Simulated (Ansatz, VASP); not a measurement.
One calculation of RbRe2, two programs

Contents of INCAR:

```
SYSTEM = RbRe2
ALGO = Normal
EDIFF = 1E-6
ENCUT = 500
GGA = PE
GGA_COMPAT = .False.
ISIF = 2
ISMEAR = 0
LASPH = .True.
LCHARG = .False.
LREAL = .False.
LWAVE = .False.
NBANDS = 26
NELM = 120
PREC = Accurate
SIGMA = 0.1
```

The input KPOINTS:

```
k-points
0
Gamma
  6 6 4
  0 0 0
```

POSCAR

```
RbRe2
1.0
    4.1202888492      0.0000000000      0.0000000000
   -2.0601444246      3.5682748143      0.0000000000
    0.0000000000      0.0000000000      4.4488168637
Rb Re
1 2
Direct
    0.0000000000      0.0000000000      0.0000000000
    0.3333333333      0.6666666667      0.5000000000
    0.6666666667      0.3333333333      0.5000000000
```

Input for Ansatz:

```yaml
crystal:
  lattice:
    - [4.1202888492, 0.0, 0.0]
    - [-2.0601444246, 3.5682748143, 0.0]
    - [0.0, 0.0, 4.4488168637]
  atoms:
    - { symbol: Rb, position: [0.0, 0.0, 0.0] }
    - { symbol: Re, position: [0.3333333333, 0.6666666667, 0.5] }
    - { symbol: Re, position: [0.6666666667, 0.3333333333, 0.5] }
basis:
  ecutwfc: 420
kpoints:
  mp_grid: { grid: [6, 6, 4] }
hamiltonian:
  xc: pbe
scf:
  occupations: { method: gaussian, width: 0.1 }
  lower_state_search: "off"
output:
  forces: true
  stress: true
  eigenvalues: true
```

Alike in both runs: task single point; functional PBE; k mesh 6 × 6 × 4; occupations gaussian, width 0.1 eV; no spin polarisation.

|  | VASP | Ansatz |
| --- | --- | --- |
| version | VASP 6.6.1 | Ansatz 0.2.0 |
| potentials or method | VASP PAW PBE potentials, release 64 (Rb_sv, Re_sv_GW), cutoff 500 eV | scalar-relativistic, plane waves, PAW |
| valence electrons in the cell | 39 | 39 |

```csv
,VASP,Ansatz,Ansatz less VASP
gap on the k mesh at the Fermi level (eV),none,none,-
pressure (GPa),16.8,17.7,+0.87
"traceless stress, the component that is largest in VASP (GPa)",5.12,5.14,+0.026
```

A gap of «none» marks a metal or a gap that the smearing closes.

Neither program's run includes spin-orbit coupling.
